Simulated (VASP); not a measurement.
A run of VASP 6.6.1 is set up as follows.

File INCAR:

```
SYSTEM = MnSi
  PREC = Accurate
  ENCUT = 600
  EDIFF = 1E-7
  ISMEAR = 0
  SIGMA = 0.1
  LREAL = .FALSE.
  LASPH = .TRUE.
  NELM = 60
  ALGO = Normal
  ISIF = 3
  LWAVE = .FALSE.
  LCHARG = .FALSE.
  GGA = PE
  IBRION = 2
  NSW = 100
  EDIFFG = -0.002
```

File KPOINTS:

```
Automatic mesh
0
G
  8 8 8
  0 0 0
```

The input POSCAR:

```
MnSi
1.0
    4.4842451800      0.0000000000      0.0000000000
    0.0000000000      4.4842451800      0.0000000000
    0.0000000000      0.0000000000      4.4842451800
Mn Si
4 4
Direct
    0.3635403900      0.1364596100      0.8635403900
    0.1364596100      0.8635403900      0.3635403900
    0.8635403900      0.3635403900      0.1364596100
    0.6364596100      0.6364596100      0.6364596100
    0.6542152300      0.8457847700      0.1542152300
    0.8457847700      0.1542152300      0.6542152300
    0.1542152300      0.6542152300      0.8457847700
    0.3457847700      0.3457847700      0.3457847700
```

Potentials or basis: VASP PAW PBE potentials, release 64 (Mn_pv, Si).

Command:

```bash
$ cat potpaw_PBE.64/Mn_pv/POTCAR potpaw_PBE.64/Si/POTCAR > POTCAR
$ mpirun -np 1 vasp_std > vasp.out
```

Question: Estimate the relaxed cell.

Answer: a = 4.497 Å, b = 4.497 Å, c = 4.497 Å, α = 90.00°, β = 90.00°, γ = 90.00°.

Question: What does it give for the band gap on the k mesh?

Answer: Zero (bands 34 and 35 overlap by 0.49 eV).

Question: What does it give for the space group after relaxing (to 0.1 Å)?

Answer: P2_13 (No. 198).

Question: Predict the relaxed volume.

Answer: 11.37 Å³/atom.

Final structure:
```yaml
crystal:
  lattice:
    - [4.49706, 0.00000, 0.00000]
    - [0.00000, 4.49706, 0.00000]
    - [0.00000, 0.00000, 4.49706]
  atoms:
    - { symbol: Mn, position: [0.36272, 0.13728, 0.86272] }
    - { symbol: Mn, position: [0.13728, 0.86272, 0.36272] }
    - { symbol: Mn, position: [0.86272, 0.36272, 0.13728] }
    - { symbol: Mn, position: [0.63728, 0.63728, 0.63728] }
    - { symbol: Si, position: [0.65438, 0.84562, 0.15438] }
    - { symbol: Si, position: [0.84562, 0.15438, 0.65438] }
    - { symbol: Si, position: [0.15438, 0.65438, 0.84562] }
    - { symbol: Si, position: [0.34562, 0.34562, 0.34562] }
```

Caveat: the run has no spin polarisation, though such a crystal can be magnetic. Spin polarisation is off, so any magnetic state and its effect on volume and gap are missing.
